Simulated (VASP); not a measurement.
Input of a VASP 6.6.1 run:

File INCAR:

```
PREC = Accurate
ENCUT = 520
EDIFF = 1E-6
ISMEAR = -1
SIGMA = 0.05
LREAL = F
LASPH = T
NELM = 100
ALGO = Normal
ISIF = 2
LWAVE = F
LCHARG = T
GGA = PE
LELF = T
LVHAR = T
NBANDS = 60
```

The input KPOINTS:

```
Automatic mesh
0
Gamma
  2 2 3
```

The input POSCAR:

```
HOs12
1.0
    5.4800000000      0.0000000000      0.0000000000
   -4.1100000000      7.1187290000      0.0000000000
    0.0000000000      0.0000000000      4.3264600000
Os H
12 1
Direct
   -0.0065070395     -0.0002851904     -0.0033911114
    0.1596181717      0.2221734102      0.5052780633
    0.0039077647      0.3390880088     -0.0003589016
    0.1670780777      0.5551367527      0.4974172462
    0.0002970610      0.6665806187      0.0048585284
    0.1620310972      0.8836359057      0.5085051057
    0.5067008019      0.0006381504     -0.0030849606
    0.6730178057      0.2230862619      0.5058085004
    0.5039433147      0.3390438931     -0.0063241250
    0.6659204067      0.5560624529      0.4971902731
    0.4992911575      0.6678397739      0.0051536810
    0.6626212696      0.8839006224      0.5029223446
    0.3332501113      0.1113501399      0.2512534556
```

Potentials or basis: VASP PAW PBE potentials, release 64 (Os, H).

Command:

```bash
$ cat potpaw_PBE.64/Os/POTCAR potpaw_PBE.64/H/POTCAR > POTCAR
$ mpirun -np 1 vasp_std > vasp.out
```

(1) What does it give for the pressure?

(2) Estimate the largest force.

## Answers

(1) 12.3 GPa.

(2) 0.070 eV/Å.

Caveat: the k points lie up to 0.66 Å⁻¹ apart.
